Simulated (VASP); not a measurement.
# MoS2 (R-3m) in VASP: further runs

MoS2 is run at these levels: PBEsol; tasks: single point.

Everything below comes from runs of VASP 6.6.1. Logs are shortened: lines on timing, memory, paths and dates and some standing lists are left out, and cuts for length are marked.

## Step 1: The cell of the first run

Symmetry: R-3m, No. 166, trigonal system. Conventional cell: a = 3.233 Å, b = 3.233 Å, c = 18.705 Å, α = 90.00°, β = 90.00°, γ = 120.00°. Mo (site symmetry -3m) has 6 S at 2.43 Å within 3.2 Å. S (site symmetry 3m) has 3 Mo at 2.43 Å within 3.2 Å.

## Step 2: Single point, PBEsol (volume scaled by 1.06)

Input file INCAR:

```
SYSTEM = MoS2
PREC     = Accurate       ! precision mode
ENCUT    = 520            ! plane-wave cutoff, eV
EDIFF    = 1E-6           ! SCF threshold, eV
ISMEAR   = -1             ! smearing method
SIGMA    = 0.05           ! smearing width, eV
LREAL    = .FALSE.        ! projectors in reciprocal space
LASPH    = .TRUE.         ! aspherical terms in the spheres
NELM     = 60             ! most SCF steps
ALGO     = Normal         ! electronic algorithm
ISIF     = 2              ! what is computed and relaxed
LWAVE    = .FALSE.        ! write WAVECAR
LCHARG   = .FALSE.        ! write CHGCAR
GGA      = PS             ! functional
NBANDS   = 20             ! bands
```

Input file KPOINTS:

```
regular mesh
0
G
  10 10 10
  0 0 0
```

Input file POSCAR:

```
MoS2
1.0
    1.6165961300      0.9333422108      6.2349290104
   -1.6165961300      0.9333422108      6.2349290104
    0.0000000000     -1.8666844216      6.2349290104
Mo S
1 2
Direct
    0.0000000000      0.0000000000      0.0000000000
    0.2500000000      0.2500000000      0.2500000000
    0.7500000000      0.7500000000      0.7500000000
```

Potentials or basis: VASP PAW PBE potentials, release 64 (Mo_sv, S).

Run with:

```bash
$ cat potpaw_PBE.64/Mo_sv/POTCAR potpaw_PBE.64/S/POTCAR > POTCAR
$ mpirun -np 1 vasp_std > vasp.out
```

OUTCAR:

```text
SYSTEM = MoS2
   PREC = Accurate
   ENCUT = 520
   EDIFF = 1E-6
   ISMEAR = -1
   LREAL = .FALSE.
   LASPH = .TRUE.
   NELM = 60
   ISIF = 2
   GGA = PS

 ion  position               nearest neighbor table
   1  0.000  0.000  0.000-   3 2.43   2 2.43   3 2.43   3 2.43   2 2.43   2 2.43
   2  0.250  0.250  0.250-   1 2.43   1 2.43   1 2.43
   3  0.750  0.750  0.750-   1 2.43   1 2.43   1 2.43

  LATTYP: Found a trigonal (rhomboedric) cell.
 ALAT       =     6.5083677289
 COS(alpha) =     0.8766074614

  Lattice vectors:

 A1 = (   1.6165961300,   0.9333422108,   6.2349290104)
 A2 = (  -1.6165961300,   0.9333422108,   6.2349290104)
 A3 = (   0.0000000000,  -1.8666844216,   6.2349290104)

Analysis of symmetry for initial positions (statically):
=====================================================================
 Subroutine PRICEL returns:
 Original cell was already a primitive cell.

 Routine SETGRP: Setting up the symmetry group for a
 trigonal (rhombohedral) supercell.

 Subroutine GETGRP returns: Found 12 space group operations
 (whereof 12 operations were pure point group operations)
 out of a pool of 12 trial point group operations.

The static configuration has the point symmetry D_3d.

Analysis of symmetry for dynamics (positions and initial velocities):
=====================================================================
 Subroutine PRICEL returns:
 Original cell was already a primitive cell.

 Routine SETGRP: Setting up the symmetry group for a
 trigonal (rhombohedral) supercell.

 Subroutine GETGRP returns: Found 12 space group operations
 (whereof 12 operations were pure point group operations)
 out of a pool of 12 trial point group operations.

The dynamic configuration has the point symmetry D_3d.

 Subroutine INISYM returns: Found 12 space group operations
 (whereof 12 operations are pure point group operations),
 and found     1 'primitive' translations

----------------------------------------------------------------------------------------

                                     Primitive cell

  volume of cell :      56.4450

  direct lattice vectors                    reciprocal lattice vectors
     1.616596130  0.933342211  6.234929010     0.309291845  0.178569730  0.053462250
    -1.616596130  0.933342211  6.234929010    -0.309291845  0.178569730  0.053462250
     0.000000000 -1.866684422  6.234929010     0.000000000 -0.357139460  0.053462250

  length of vectors
     6.508367729  6.508367729  6.508367729     0.361118826  0.361118826  0.361118826

  position of ions in fractional coordinates (direct lattice)
     0.000000000  0.000000000  0.000000000
     0.250000000  0.250000000  0.250000000
     0.750000000  0.750000000  0.750000000

  ion indices of the primitive-cell ions
   primitive index   ion index
                 1           1
                 2           2
                 3           3

----------------------------------------------------------------------------------------

 KPOINTS: regular mesh

Automatic generation of k-mesh.
 Grid dimensions read from file:
 generate k-points for:   10   10   10

 Generating k-lattice:

  Cartesian coordinates                     Fractional coordinates (reciprocal lattice)
     0.030929185  0.017856973  0.005346225     0.100000000  0.000000000  0.000000000
    -0.030929185  0.017856973  0.005346225     0.000000000  0.100000000  0.000000000
     0.000000000 -0.035713946  0.005346225     0.000000000  0.000000000  0.100000000

  Length of vectors
     0.036111883  0.036111883  0.036111883

  Shift w.r.t. Gamma in fractional coordinates (k-lattice)
     0.000000000  0.000000000  0.000000000

 Subroutine IBZKPT returns following result:
 ===========================================

 Found    116 irreducible k-points:

 Following reciprocal coordinates:
            Coordinates               Weight
  0.000000  0.000000  0.000000      1.000000
  0.100000  0.000000  0.000000      6.000000
  0.200000  0.000000  0.000000      6.000000
  0.300000  0.000000  0.000000      6.000000
  0.400000  0.000000 -0.000000      6.000000
  0.500000 -0.000000  0.000000      3.000000
[... 16 lines left out ...]
  0.300000  0.300000  0.000000      6.000000
  0.400000  0.300000  0.000000     12.000000
 [... further k-points ...]
   k-points           NKPTS =    116   k-points in BZ     NKDIM =    116   number of bands    NBANDS=     20
   number of dos      NEDOS =    301   number of ions     NIONS =      3
   total plane-waves  NPLWV = 110592
   dimension x,y,z NGX =    48 NGY =   48 NGZ =   48
   dimension x,y,z NGXF=    96 NGYF=   96 NGZF=   96
   ions per type =               1   2
   NGX,Y,Z   is equivalent  to a cutoff of  12.26, 12.26, 12.26 a.u.
   NGXF,Y,Z  is equivalent  to a cutoff of  24.52, 24.52, 24.52 a.u.
 SYSTEM =  MoS2
   PREC   = accura    normal or accurate (medium, high low for compatibility)
   ISTART =      0    job   : 0-new  1-cont  2-samecut
   ICHARG =      2    charge: 1-file 2-atom 10-const
   ISPIN  =      1    spin polarized calculation?
   LNONCOLLINEAR =      F non collinear calculations
   LSORBIT =      F    spin-orbit coupling
   LASPH  =      T    aspherical Exc in radial PAW
   ENCUT  =  520.0 eV  38.22 Ry    6.18 a.u.  12.10 12.10 12.10*2*pi/ulx,y,z
   NELM   =     60;   NELMIN=  2; NELMDL= -5     # of ELM steps
   EDIFF  = 0.1E-05   stopping-criterion for ELM
   LREAL  =      F    real-space projection
   EDIFFG = 0.1E-04   stopping-criterion for IOM
   NSW    =      0    number of steps for IOM
   IBRION =     -1    ionic relax: 0-MD 1-quasi-New 2-CG
   NFREE  =      0    steps in history (QN), initial steepest desc. (CG)
   ISIF   =      2    stress and relaxation
   ISYM   =      2    0-nonsym 1-usesym 2-fastsym
   POTIM  = 0.5000    time-step for ionic-motion
   TEBEG  =    0.0;   TEEND  =   0.0 temperature during run
   PSTRESS=    0.0 pullay stress
   NELECT =      26.0000    total number of electrons
   NUPDOWN=      -1.0000    fix difference up-down
   EMIN   =  10.00;   EMAX   =-10.00  energy-range for DOS
   EFERMI =   0.00;   METHOD = LEGACY
   ISMEAR =    -1;   SIGMA  =   0.05  broadening in eV -4-tet -1-fermi 0-gaus
   EFERMI_NEDOS =   21; number of points for ismear=-14 and -15
   IALGO  =     38    algorithm
   IMIX   =      4    mixing-type and parameters
     AMIX     =   0.40;   BMIX     =  1.00
     AMIX_MAG =   1.60;   BMIX_MAG =  1.00
  volume/ion in A,a.u.               =      18.81       126.97
  Fermi-wavevector in a.u.,A,eV,Ry     =   1.264322  2.389221 21.749036  1.598509
  Thomas-Fermi vector in A             =   2.397633
   LORBIT       =      0    0 simple, 1 ext, 2 COOP (PROOUT), +10 PAW based schemes
   GGA     = PS    functional components
   LHFCALC =     F    Hartree Fock is set to
   AEXX    =    0.0000 exact exchange contribution
   IVDW    =     0    specifies the selected vdW correction
   LEPSILON=     F    determine dielectric tensor
   LRPA    =     F    only Hartree local field effects (RPA)
 non-spin polarized calculation
  energy-cutoff  :      520.00
  volume of cell :       56.44
 maximum number of plane-waves:      1540
   NGX = 25   NGY = 25   NGZ = 25

 number of electron      26.0000000 magnetization

 Free energy of the ion-electron system (eV)
  ---------------------------------------------------
  ext. energy  EPLUGINS =         0.00000000
  ---------------------------------------------------
  free energy    TOTEN  =       -22.57995656 eV

  energy without entropy =      -22.57352299  energy(sigma->0) =      -22.57673978

 E-fermi :   6.9554     XC(G=0): -10.7182

 val. band max:        6.9316310097   @ k =   0.1000   0.1000   0.0000
 cond. band min:       6.9805656242   @ k =   0.2000   0.1000   0.1000
 fundamental gap:      0.0489346146
 Fermi energy:         6.9553664788

 k-point     1 :       0.0000    0.0000    0.0000
  band No.  band energies     occupation
      1     -54.7671      2.00000
      2     -28.8229      2.00000
      3     -28.7941      2.00000
      4     -28.7941      2.00000
      5      -7.8469      2.00000
      6      -6.3732      2.00000
[... 12 lines left out ...]
     19      13.0210      0.00000
     20      16.4484      0.00000

 k-point     2 :       0.1000    0.0000    0.0000
  band No.  band energies     occupation
      1     -54.7642      2.00000
      2     -28.8252      2.00000
      3     -28.8169      2.00000
      4     -28.8012      2.00000
      5      -7.6959      2.00000
      6      -6.3432      2.00000
[... 12 lines left out ...]
     19      13.6999      0.00000
     20      15.9467      0.00000

 k-point     3 :       0.2000    0.0000    0.0000
  band No.  band energies     occupation
      1     -54.7565      2.00000
      2     -28.9058      2.00000
      3     -28.8199      2.00000
      4     -28.8010      2.00000
      5      -7.2781      2.00000
      6      -6.2542      2.00000
[... 12 lines left out ...]
     19      14.4265      0.00000
     20      15.9670      0.00000

 k-point     4 :       0.3000    0.0000    0.0000
  band No.  band energies     occupation
      1     -54.7470      2.00000
      2     -29.0040      2.00000
      3     -28.8428      2.00000
      4     -28.7814      2.00000
      5      -6.7308      2.00000
      6      -6.0837      2.00000
[... 12 lines left out ...]
     19      14.2685      0.00000
     20      15.8635      0.00000

 k-point     5 :       0.4000    0.0000   -0.0000
  band No.  band energies     occupation
      1     -54.7393      2.00000
      2     -29.0823      2.00000
      3     -28.8612      2.00000
      4     -28.7654      2.00000
      5      -6.3765      2.00000
      6      -5.7356      2.00000
[... 12 lines left out ...]
     19      13.9568      0.00000
     20      14.4554      0.00000

 k-point     6 :       0.5000   -0.0000    0.0000
  band No.  band energies     occupation
      1     -54.7364      2.00000
      2     -29.1119      2.00000
      3     -28.8682      2.00000
      4     -28.7593      2.00000
      5      -6.2942      2.00000
      6      -5.5009      2.00000
[... 12 lines left out ...]
     19      13.7731      0.00000
     20      13.9379      0.00000

 k-point     7 :       0.1000    0.1000    0.0000
  band No.  band energies     occupation
      1     -54.7642      2.00000
      2     -28.8252      2.00000
      3     -28.8169      2.00000
      4     -28.8012      2.00000
      5      -7.6897      2.00000
      6      -6.3539      2.00000
[... 12 lines left out ...]
     19      13.7280      0.00000
     20      15.9641      0.00000
[... 277 lines left out ...]
 k-point    20 :      -0.4000    0.2000    0.0000
  band No.  band energies     occupation
      1     -54.7340      2.00000
      2     -29.0738      2.00000
      3     -28.9380      2.00000
      4     -28.7545      2.00000
      5      -6.0195      2.00000
      6      -5.5828      2.00000
[... 12 lines left out ...]
     19      14.3162      0.00000
     20      15.6594      0.00000

 k-point    21 :      -0.3000    0.2000    0.0000
  band No.  band energies     occupation
      1     -54.7364      2.00000
      2     -29.0599      2.00000
      3     -28.9219      2.00000
      4     -28.7594      2.00000
      5      -6.0522      2.00000
      6      -5.8115      2.00000
[... 12 lines left out ...]
     19      14.5459      0.00000
     20      15.4428      0.00000

 k-point    22 :      -0.2000    0.2000    0.0000
  band No.  band energies     occupation
      1     -54.7426      2.00000
      2     -29.0200      2.00000
      3     -28.8832      2.00000
      4     -28.7722      2.00000
      5      -6.3986      2.00000
      6      -6.0562      2.00000
[... 12 lines left out ...]
     19      15.0861      0.00000
     20      15.5107      0.00000

 k-point    23 :       0.3000    0.3000    0.0000
  band No.  band energies     occupation
      1     -54.7470      2.00000
      2     -29.0040      2.00000
      3     -28.8428      2.00000
      4     -28.7814      2.00000
      5      -6.6300      2.00000
      6      -6.2071      2.00000
[... 12 lines left out ...]
     19      13.8916      0.00000
     20      14.8715      0.00000

 k-point    24 :       0.4000    0.3000    0.0000
  band No.  band energies     occupation
      1     -54.7417      2.00000
      2     -29.0449      2.00000
      3     -28.8693      2.00000
      4     -28.7703      2.00000
      5      -6.2825      2.00000
      6      -6.0914      2.00000
[... 12 lines left out ...]
     19      13.8535      0.00000
     20      15.1304      0.00000

 [... further k-points ...]
[... 5 lines left out ...]
  --------------------------------------------------------------------------------------
  -------------------------------------------------------------------------------------
  Total       -2.2898770     -2.2898770     -0.9562590      0.0000000      0.0000000      0.0000000
  in kB      -64.9976316    -64.9976316    -27.1431929      0.0000000      0.0000000      0.0000000
  external PRESSURE =     -52.3794854 kB  Pullay stress =       0.0000000 kB

 VOLUME and BASIS-vectors are now :
 -----------------------------------------------------------------------------
  energy-cutoff  :      520.00
  volume of cell :       56.44
      direct lattice vectors                 reciprocal lattice vectors
     1.616596130  0.933342211  6.234929010     0.309291845  0.178569730  0.053462250
    -1.616596130  0.933342211  6.234929010    -0.309291845  0.178569730  0.053462250
     0.000000000 -1.866684422  6.234929010     0.000000000 -0.357139460  0.053462250

 POSITION                                       TOTAL-FORCE (eV/Angst)
 -----------------------------------------------------------------------------------
      0.00000      0.00000      0.00000         0.000000      0.000000      0.000000
      0.00000      0.00000      4.67620         0.000000     -0.000000      0.200343
      0.00000      0.00000     14.02859         0.000000      0.000000     -0.200343
 -----------------------------------------------------------------------------------
    total drift:                               -0.000000     -0.000000      0.000000

  FREE ENERGIE OF THE ION-ELECTRON SYSTEM (eV)
  ---------------------------------------------------
  free  energy   TOTEN  =       -22.5799565626 eV

  energy  without entropy=      -22.5735229942  energy(sigma->0) =      -22.57673978
```

Wall time 4 min (1 thread of AMD EPYC 9R45 (Zen 5), shared host); peak memory 0.35 GiB.

Results:

| Property | Result |
| --- | --- |
| Free energy | -22.5800 eV |
| Pressure | -5.2 GPa |
| Largest force | 0.200 eV/Å |
| Band gap on the k mesh | zero (band 13 reaches 7.22 eV, above the bottom of band 14 at 6.57 eV) |

Forces on the atoms (eV/Å):
```
Mo   0.000  0.000  0.000
S    0.000  0.000  0.200
S    0.000  0.000 -0.200
```

Stress tensor (GPa, compression positive):
```
-6.50  0.00  0.00
 0.00 -6.50  0.00
 0.00  0.00 -2.71
```

Levels at points of the mesh, in eV from the Fermi level:
| k point | band 9 | band 10 | band 11 | band 12 | band 13 | band 14 | band 15 | band 16 | band 17 | band 18 |
| --- | --- | --- | --- | --- | --- | --- | --- | --- | --- | --- |
| (0.00, 0.00, 0.00) | -3.97 | -1.72 | -1.13 | -0.96 | -0.96 | -0.29 | -0.29 | 3.14 | 3.14 | 5.98 |
| (0.50, 0.00, 0.00) | -5.04 | -4.11 | -2.79 | -1.83 | -1.58 | 0.92 | 1.77 | 3.19 | 3.86 | 5.50 |
| (0.50, 0.50, 0.00) | -4.46 | -4.04 | -2.79 | -2.11 | -1.78 | 0.92 | 1.59 | 3.57 | 4.59 | 4.65 |
| (0.50, 0.50, 0.50) | -3.95 | -3.70 | -0.95 | -0.95 | -0.39 | -0.39 | -0.11 | 3.24 | 3.24 | 6.01 |

Caveat: the PAW data sets were made with another functional, which shifts forces and pressure a little.

[end of part 1 of 2]
